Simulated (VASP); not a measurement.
Wanted: the native input for a VASP 6.6.1 run.

```yaml
Task: single point
Functional: PBE
Dispersion: D3(BJ)
Potentials_or_basis: VASP PAW PBE potentials, release 64 (Sr_sv, O)
Cutoff: 600 eV
k_mesh: 6 × 6 × 8
Occupations: gaussian, width 0.02 eV
Spin: no spin polarisation
Dipole_correction: no
Further_INCAR_settings: ALGO = Normal; EDIFF = 1e-06; NBANDS = 15
```

The structure of SrO lies in POSCAR:

```
SrO
1.0
    3.5332326626      0.0000000000      0.0000000000
   -1.7666163313      3.0598692433      0.0000000000
    0.0000000000      0.0000000000      3.2067743389
Sr O
1 1
Direct
    0.0000000000      0.0000000000      0.5000000000
    0.3333333333      0.6666666667      0.0000000000
```

These files were run (other wordings do the same):

INCAR

```
PREC     = Accurate       # precision mode
ENCUT    = 600            # plane-wave cutoff, eV
EDIFF    = 1E-6           # SCF threshold, eV
ISMEAR   = 0              # smearing method
SIGMA    = 0.02           # smearing width, eV
LREAL    = False          # projectors in reciprocal space
LASPH    = True           # aspherical terms in the spheres
NELM     = 120            # most SCF steps
ALGO     = Normal         # electronic algorithm
ISIF     = 2              # what is computed and relaxed
LWAVE    = False          # write WAVECAR
LCHARG   = False          # write CHGCAR
GGA      = PE             # functional
IVDW     = 12             # dispersion correction
NBANDS   = 15             # bands
GGA_COMPAT= False
```

KPOINTS

```
regular mesh
0
Gamma
  6 6 8
```

Potentials or basis: VASP PAW PBE potentials, release 64 (Sr_sv, O).

Run with:

```sh
$ cat potpaw_PBE.64/Sr_sv/POTCAR potpaw_PBE.64/O/POTCAR > POTCAR
$ mpirun -np 1 vasp_std > vasp.out
```

It gave:

- Pressure: -1.8 GPa
- Band gap on the k mesh: 2.80 eV
- Dispersion energy per atom: -0.242 eV

It took 17 s on 1 thread of Intel(R) Xeon(R) Platinum 8375C CPU @ 2.90GHz (Ice Lake) (shared host), peak memory 0.18 GiB.
